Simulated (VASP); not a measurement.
# V (P6_3/mmc) in VASP: notebook, part 2 of 3

VASP 6.6.1.

### Step 3. Single point, BLYP (12.57 Å³/atom)

This run uses another cell than the first one, of 12.57 Å³/atom.

File INCAR:

```
PREC = Accurate ; ENCUT = 520
EDIFF = 1E-6 ; ISMEAR = -1
SIGMA = 0.1 ; LREAL = F
LASPH = T ; NELM = 100
ALGO = Normal ; ISIF = 2
LWAVE = F ; LCHARG = F
GGA = B5 ; ALDAX = 1.0
AGGAX = 1.0 ; AGGAC = 1.0
ALDAC = 0.0 ; NBANDS = 20
```

File KPOINTS:

```
Automatic mesh
0
Gamma
  15 15 8
```

File POSCAR:

```
V
1.0
    2.5149582702      0.0000000000      0.0000000000
   -1.2574791351      2.1780177514      0.0000000000
    0.0000000000      0.0000000000      4.5903459371
V
2
Direct
    0.3333333333      0.6666666667      0.2500000000
    0.6666666667      0.3333333333      0.7500000000
```

Potentials or basis: VASP PAW PBE potentials, release 64 (V_sv).

The run is started by

```sh
> cat potpaw_PBE.64/V_sv/POTCAR > POTCAR
> mpirun -np 1 vasp_std > vasp.out
```

OUTCAR:

```text
PREC = Accurate
   ENCUT = 520
   EDIFF = 1E-6
   ISMEAR = -1
   LREAL = F
   LASPH = T
   NELM = 100
   ISIF = 2
   GGA = B5

 ion  position               nearest neighbor table
   1  0.333  0.667  0.250-   2 2.72   2 2.72   2 2.72   2 2.72   2 2.72   2 2.72
   2  0.667  0.333  0.750-   1 2.72   1 2.72   1 2.72   1 2.72   1 2.72   1 2.72

  LATTYP: Found a hexagonal cell.
 ALAT       =     2.5149582702
 C/A-ratio  =     1.8252175360

  Lattice vectors:

 A1 = (   2.5149582702,   0.0000000000,   0.0000000000)
 A2 = (  -1.2574791351,   2.1780177514,   0.0000000000)
 A3 = (   0.0000000000,   0.0000000000,   4.5903459371)

Analysis of symmetry for initial positions (statically):
=====================================================================
 Subroutine PRICEL returns:
 Original cell was already a primitive cell.

 Routine SETGRP: Setting up the symmetry group for a
 hexagonal supercell.

 Subroutine GETGRP returns: Found 24 space group operations
 (whereof 12 operations were pure point group operations)
 out of a pool of 24 trial point group operations.

The static configuration has the point symmetry D_3d.
 The point group associated with its full space group is D_6h.

Analysis of symmetry for dynamics (positions and initial velocities):
=====================================================================
 Subroutine PRICEL returns:
 Original cell was already a primitive cell.

 Routine SETGRP: Setting up the symmetry group for a
 hexagonal supercell.

 Subroutine GETGRP returns: Found 24 space group operations
 (whereof 12 operations were pure point group operations)
 out of a pool of 24 trial point group operations.

The dynamic configuration has the point symmetry D_3d.
 The point group associated with its full space group is D_6h.

 Subroutine INISYM returns: Found 24 space group operations
 (whereof 12 operations are pure point group operations),
 and found     1 'primitive' translations

----------------------------------------------------------------------------------------

                                     Primitive cell

  volume of cell :      25.1442

  direct lattice vectors                    reciprocal lattice vectors
     2.514958270  0.000000000  0.000000000     0.397620912  0.229566540  0.000000000
    -1.257479135  2.178017751  0.000000000     0.000000000  0.459133081  0.000000000
     0.000000000  0.000000000  4.590345937     0.000000000  0.000000000  0.217848505

  length of vectors
     2.514958270  2.514958270  4.590345937     0.459133081  0.459133081  0.217848505

  position of ions in fractional coordinates (direct lattice)
     0.333333333  0.666666667  0.250000000
     0.666666667  0.333333333  0.750000000

  ion indices of the primitive-cell ions
   primitive index   ion index
                 1           1
                 2           2

----------------------------------------------------------------------------------------

 KPOINTS: Automatic mesh

Automatic generation of k-mesh.
 Grid dimensions read from file:
 generate k-points for:   15   15    8

 Generating k-lattice:

  Cartesian coordinates                     Fractional coordinates (reciprocal lattice)
     0.026508061  0.015304436  0.000000000     0.066666667  0.000000000  0.000000000
     0.000000000  0.030608872  0.000000000     0.000000000  0.066666667  0.000000000
     0.000000000  0.000000000  0.027231063     0.000000000  0.000000000  0.125000000

  Length of vectors
     0.030608872  0.030608872  0.027231063

  Shift w.r.t. Gamma in fractional coordinates (k-lattice)
     0.000000000  0.000000000  0.000000000

 Subroutine IBZKPT returns following result:
 ===========================================

 Found    135 irreducible k-points:

 Following reciprocal coordinates:
            Coordinates               Weight
  0.000000  0.000000  0.000000      1.000000
  0.066667  0.000000  0.000000      6.000000
  0.133333 -0.000000  0.000000      6.000000
  0.200000 -0.000000  0.000000      6.000000
  0.266667 -0.000000  0.000000      6.000000
  0.333333  0.000000  0.000000      6.000000
[... 16 lines left out ...]
  0.333333  0.200000  0.000000     12.000000
  0.400000  0.200000  0.000000      6.000000
 [... further k-points ...]
   k-points           NKPTS =    135   k-points in BZ     NKDIM =    135   number of bands    NBANDS=     20
   number of dos      NEDOS =    301   number of ions     NIONS =      2
   total plane-waves  NPLWV =  14400
   dimension x,y,z NGX =    20 NGY =   20 NGZ =   36
   dimension x,y,z NGXF=    40 NGYF=   40 NGZF=   72
   ions per type =               2
   NGX,Y,Z   is equivalent  to a cutoff of  13.22, 13.22, 13.04 a.u.
   NGXF,Y,Z  is equivalent  to a cutoff of  26.44, 26.44, 26.08 a.u.
 SYSTEM =  unknown system
   PREC   = accura    normal or accurate (medium, high low for compatibility)
   ISTART =      0    job   : 0-new  1-cont  2-samecut
   ICHARG =      2    charge: 1-file 2-atom 10-const
   ISPIN  =      1    spin polarized calculation?
   LNONCOLLINEAR =      F non collinear calculations
   LSORBIT =      F    spin-orbit coupling
   LASPH  =      T    aspherical Exc in radial PAW
   ENCUT  =  520.0 eV  38.22 Ry    6.18 a.u.   4.68  4.68  8.54*2*pi/ulx,y,z
   NELM   =    100;   NELMIN=  2; NELMDL= -5     # of ELM steps
   EDIFF  = 0.1E-05   stopping-criterion for ELM
   LREAL  =      F    real-space projection
   EDIFFG = 0.1E-04   stopping-criterion for IOM
   NSW    =      0    number of steps for IOM
   IBRION =     -1    ionic relax: 0-MD 1-quasi-New 2-CG
   NFREE  =      0    steps in history (QN), initial steepest desc. (CG)
   ISIF   =      2    stress and relaxation
   ISYM   =      2    0-nonsym 1-usesym 2-fastsym
   POTIM  = 0.5000    time-step for ionic-motion
   TEBEG  =    0.0;   TEEND  =   0.0 temperature during run
   PSTRESS=    0.0 pullay stress
   NELECT =      26.0000    total number of electrons
   NUPDOWN=      -1.0000    fix difference up-down
   EMIN   =  10.00;   EMAX   =-10.00  energy-range for DOS
   EFERMI =   0.00;   METHOD = LEGACY
   ISMEAR =    -1;   SIGMA  =   0.10  broadening in eV -4-tet -1-fermi 0-gaus
   EFERMI_NEDOS =   21; number of points for ismear=-14 and -15
   IALGO  =     38    algorithm
   IMIX   =      4    mixing-type and parameters
     AMIX     =   0.40;   BMIX     =  1.00
     AMIX_MAG =   1.60;   BMIX_MAG =  1.00
  volume/ion in A,a.u.               =      12.57        84.84
  Fermi-wavevector in a.u.,A,eV,Ry     =   1.655465  3.128376 37.287654  2.740565
  Thomas-Fermi vector in A             =   2.743557
   LORBIT       =      0    0 simple, 1 ext, 2 COOP (PROOUT), +10 PAW based schemes
   GGA     = B5    functional components
   LHFCALC =     F    Hartree Fock is set to
   AEXX    =    0.0000 exact exchange contribution
   IVDW    =     0    specifies the selected vdW correction
   LEPSILON=     F    determine dielectric tensor
   LRPA    =     F    only Hartree local field effects (RPA)
 non-spin polarized calculation
  energy-cutoff  :      520.00
  volume of cell :       25.14
 maximum number of plane-waves:       692
 NGX is ok and might be reduce to    20
   NGX =  9   NGY =  9   NGZ = 17

 number of electron      25.9999988 magnetization

 Free energy of the ion-electron system (eV)
  ---------------------------------------------------
  ext. energy  EPLUGINS =         0.00000000
  ---------------------------------------------------
  free energy    TOTEN  =       -15.03252252 eV

  energy without entropy =      -14.92957718  energy(sigma->0) =      -14.98104985

 E-fermi :  11.4527     XC(G=0): -12.6975

 val. band max:       11.4476947192   @ k =   0.2000  -0.0000   0.3750
 cond. band min:      11.4530864426   @ k =   0.2667  -0.0000   0.5000
 fundamental gap:      0.0053917234
 Fermi energy:        11.4526884530

 k-point     1 :       0.0000    0.0000    0.0000
  band No.  band energies     occupation
      1     -52.2500      2.00000
      2     -52.0906      2.00000
      3     -26.6255      2.00000
      4     -25.7582      2.00000
      5     -25.5697      2.00000
      6     -25.5697      2.00000
[... 12 lines left out ...]
     19      14.6508      0.00000
     20      14.6508      0.00000
[... 507 lines left out ...]
 k-point    24 :       0.4000    0.2000    0.0000
  band No.  band energies     occupation
      1     -51.9206      2.00000
      2     -51.8890      2.00000
      3     -26.6262      2.00000
      4     -26.5112      2.00000
      5     -26.1241      2.00000
      6     -26.0701      2.00000
[... 12 lines left out ...]
     19      18.2143      0.00000
     20      19.8164      0.00000

 [... further k-points ...]

------------------------ aborting loop because EDIFF is reached ----------------------------------------

  FORCE on cell =-STRESS in cart. coord.  units (eV):
  Direction    XX          YY          ZZ          XY          YZ          ZX
  --------------------------------------------------------------------------------------
  -------------------------------------------------------------------------------------
  Total        4.1633329      4.1633329      4.0540797      0.0000000      0.0000000      0.0000000
  in kB      265.2858603    265.2858603    258.3242944      0.0000000      0.0000000      0.0000000
  external PRESSURE =     262.9653383 kB  Pullay stress =       0.0000000 kB

 VOLUME and BASIS-vectors are now :
 -----------------------------------------------------------------------------
  energy-cutoff  :      520.00
  volume of cell :       25.14
      direct lattice vectors                 reciprocal lattice vectors
     2.514958270  0.000000000  0.000000000     0.397620912  0.229566540  0.000000000
    -1.257479135  2.178017751  0.000000000     0.000000000  0.459133081  0.000000000
     0.000000000  0.000000000  4.590345937     0.000000000  0.000000000  0.217848505

 POSITION                                       TOTAL-FORCE (eV/Angst)
 -----------------------------------------------------------------------------------
     -0.00000      1.45201      1.14759        -0.000000     -0.000000      0.000000
      1.25748      0.72601      3.44276         0.000000      0.000000      0.000000
 -----------------------------------------------------------------------------------
    total drift:                               -0.000000      0.000000     -0.000000

  FREE ENERGIE OF THE ION-ELECTRON SYSTEM (eV)
  ---------------------------------------------------
  free  energy   TOTEN  =       -15.0325225155 eV

  energy  without entropy=      -14.9295771764  energy(sigma->0) =      -14.98104985
```

stdout:

```text
POSCAR found type information on POSCAR V
 POSCAR found :  1 types and       2 ions
 scaLAPACK will be used
 -----------------------------------------------------------------------------
|                                                                             |
|                                                                             |
|     You enforced a specific xc type in the INCAR file but a different       |
|     I HOPE YOU KNOW WHAT YOU ARE DOING!                                     |
|                                                                             |
 -----------------------------------------------------------------------------

 LDA part: xc-table for (Slater(with rela. corr.)+VWN5), standard interpolation
 POSCAR, INCAR and KPOINTS ok, starting setup
 FFT: planning ... GRIDC
 FFT: planning ... GRID_SOFT
 FFT: planning ... GRID
 WAVECAR not read
 entering main loop
```

It took 68 s on 1 thread of Intel Xeon 8259CL, shared host; peak memory 0.18 GiB.

Results:

| Quantity | Value |
| --- | --- |
| Free energy | -15.0325 eV |
| Pressure | 26.3 GPa |
| Band gap on the k mesh | zero (bands 13 and 14 overlap by 2.41 eV) |

Levels at points of the mesh, in eV from the Fermi level:
```
           k point  band 10  band 11  band 12  band 13  band 14  band 15  band 16  band 17
(0.00, 0.00, 0.00)    -3.64    -0.82     0.15     0.29     0.29     0.63     0.63     2.03
(0.00, 0.00, 0.50)    -4.99    -1.20    -1.20     0.33     0.33     0.33     0.33     2.77
```

Caveat: the cell stands under pressure; the PAW data sets were made with another functional, which shifts forces and pressure a little.

### Step 4. Single point, BLYP (13.14 Å³/atom)

This run uses another cell than the first one, of 13.14 Å³/atom.

File INCAR:

```
  PREC = Accurate
  ENCUT = 520
  EDIFF = 1E-7
  ISMEAR = -1
  SIGMA = 0.1
  LREAL = False
  LASPH = True
  NELM = 100
  ALGO = Normal
  ISIF = 2
  LWAVE = False
  LCHARG = False
  GGA = B5
  ALDAX = 1.0
  AGGAX = 1.0
  AGGAC = 1.0
  ALDAC = 0.0
  NBANDS = 20
```

KPOINTS is that of step 3.

File POSCAR:

```
V
1.0
    2.5525004956      0.0000000000      0.0000000000
   -1.2762502478      2.2105302724      0.0000000000
    0.0000000000      0.0000000000      4.6588686653
V
2
Direct
    0.3333333333      0.6666666667      0.2500000000
    0.6666666667      0.3333333333      0.7500000000
```

The run is started by

```sh
> cat potpaw_PBE.64/V_sv/POTCAR > POTCAR
> mpirun -np 1 vasp_std > vasp.out
```

It took 66 s on 1 thread of Intel Xeon 8259CL, shared host; peak memory 0.18 GiB.

Results (log left out):

```yaml
Free_energy: -15.1825 eV
Pressure: 15.9 GPa
Band_gap_on_the_k_mesh: zero (bands 13 and 14 overlap by 2.31 eV)
```

Stress tensor (GPa, compression positive):
```
16.05  0.00  0.00
 0.00 16.05  0.00
 0.00  0.00 15.50
```

Levels at points of the mesh, in eV from the Fermi level:
```tsv
k point	band 9	band 10	band 11	band 12	band 13	band 14	band 15	band 16	band 17	band 18
(0.00, 0.00, 0.00)	-6.77	-3.53	-0.75	0.06	0.29	0.29	0.61	0.61	1.94	1.94
(0.00, 0.00, 0.50)	-4.96	-4.96	-1.13	-1.13	0.33	0.33	0.33	0.33	2.63	2.63
```

Caveat: the cell stands under pressure; the PAW data sets were made with another functional, which shifts forces and pressure a little.

### Step 5. Single point, BLYP (13.72 Å³/atom)

This run uses another cell than the first one, of 13.72 Å³/atom.

File INCAR:

```
PREC     = Accurate       # precision mode
ENCUT    = 520            # plane-wave cutoff, eV
EDIFF    = 1E-7           # SCF threshold, eV
ISMEAR   = -1             # smearing method
SIGMA    = 0.1            # smearing width, eV
LREAL    = F              # projectors in reciprocal space
LASPH    = T              # aspherical terms in the spheres
NELM     = 100            # most SCF steps
ALGO     = Normal         # electronic algorithm
ISIF     = 2              # what is computed and relaxed
LWAVE    = F              # write WAVECAR
LCHARG   = F              # write CHGCAR
GGA      = B5             # functional
ALDAX    = 1.0          
AGGAX    = 1.0          
AGGAC    = 1.0          
ALDAC    = 0.0          
NBANDS   = 20             # bands
```

KPOINTS is that of step 4.

File POSCAR:

```
V
1.0
    2.5889697156      0.0000000000      0.0000000000
   -1.2944848578      2.2421135433      0.0000000000
    0.0000000000      0.0000000000      4.7254329252
V
2
Direct
    0.3333333333      0.6666666667      0.2500000000
    0.6666666667      0.3333333333      0.7500000000
```

The run is started by

```sh
> cat potpaw_PBE.64/V_sv/POTCAR > POTCAR
> mpirun -np 1 vasp_std > vasp.out
```

Wall time 65 s (1 thread of Intel Xeon 8259CL, shared host); peak memory 0.18 GiB.

The run converged. Its results:

| Property | Result |
| --- | --- |
| Free energy | -15.2648 eV |
| Pressure | 7.3 GPa |
| Band gap on the k mesh | zero (bands 13 and 14 overlap by 2.21 eV) |

Stress tensor (GPa, compression positive):
```
7.40 0.00 0.00
0.00 7.40 0.00
0.00 0.00 7.09
```

Levels at points of the mesh, in eV from the Fermi level:
```
           k point  band 10  band 11  band 12  band 13  band 14  band 15  band 16  band 17
(0.00, 0.00, 0.00)    -3.42    -0.70    -0.01     0.29     0.29     0.60     0.60     1.85
(0.00, 0.00, 0.50)    -4.92    -1.07    -1.07     0.33     0.33     0.33     0.33     2.49
```

Caveat: the cell stands under pressure; the PAW data sets were made with another functional, which shifts forces and pressure a little.

(Continued in part 3 of 3.)
